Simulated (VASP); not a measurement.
Write the native input for VASP 6.6.1 that does the following.

```
Task                   : single point
Functional             : PBE
Potentials or basis    : VASP PAW PBE potentials, release 64 (Si, C)
Cutoff                 : 520 eV
k mesh                 : 12 × 12 × 2
Occupations            : gaussian, width 0.02 eV
Spin                   : no spin polarisation
Dipole correction      : no
Further INCAR settings : LREAL = Auto; ALGO = Normal; EDIFF = 1e-06; NBANDS = 46
```

The structure of SiC lies in POSCAR:

```
SiC
1.0
    3.0929917272      0.0000000000      0.0000000000
   -1.5464958636      2.6786094095      0.0000000000
    0.0000000000      0.0000000000     20.2785122855
Si C
8 8
Direct
    0.0000000000      0.0000000000     -0.0000668188
    0.3333333333      0.6666666667      0.1250527388
    0.0000000000      0.0000000000      0.2501639679
    0.3333333333      0.6666666667      0.3750204680
    0.6666666667      0.3333333333      0.4999304307
    0.3333333333      0.6666666667      0.6247765591
    0.0000000000      0.0000000000      0.7497025111
    0.3333333333      0.6666666667      0.8748102735
    0.0000000000      0.0000000000      0.0938819192
    0.3333333333      0.6666666667      0.2189931780
    0.0000000000      0.0000000000      0.3441327234
    0.3333333333      0.6666666667      0.4687228103
    0.6666666667      0.3333333333      0.5939334141
    0.3333333333      0.6666666667      0.7184954717
    0.0000000000      0.0000000000      0.8436825976
    0.3333333333      0.6666666667      0.9687677554
```

One way to write it, as run:

INCAR

```
SYSTEM = SiC
  PREC = Accurate
  ENCUT = 520
  EDIFF = 1E-6
  ISMEAR = 0
  SIGMA = 0.02
  LREAL = Auto
  LASPH = .True.
  NELM = 60
  ALGO = Normal
  ISIF = 2
  LWAVE = .False.
  LCHARG = .False.
  GGA = PE
  NBANDS = 46
```

KPOINTS

```
Automatic mesh
0
Gamma
  12 12 2
  0 0 0
```

Potentials or basis: VASP PAW PBE potentials, release 64 (Si, C).

Launch:

```bash
$ cat potpaw_PBE.64/Si/POTCAR potpaw_PBE.64/C/POTCAR > POTCAR
$ mpirun -np 1 vasp_std > vasp.out
```

Results of the run:

```
Pressure               : -0.1 GPa
Largest force          : 0.006 eV/Å
Band gap on the k mesh : 2.34 eV, indirect (least direct gap 3.50 eV)
```

It took 3.3 min on 1 thread of Intel(R) Xeon(R) 6975P-C (Granite Rapids), on a shared host, peak memory 0.37 GiB.
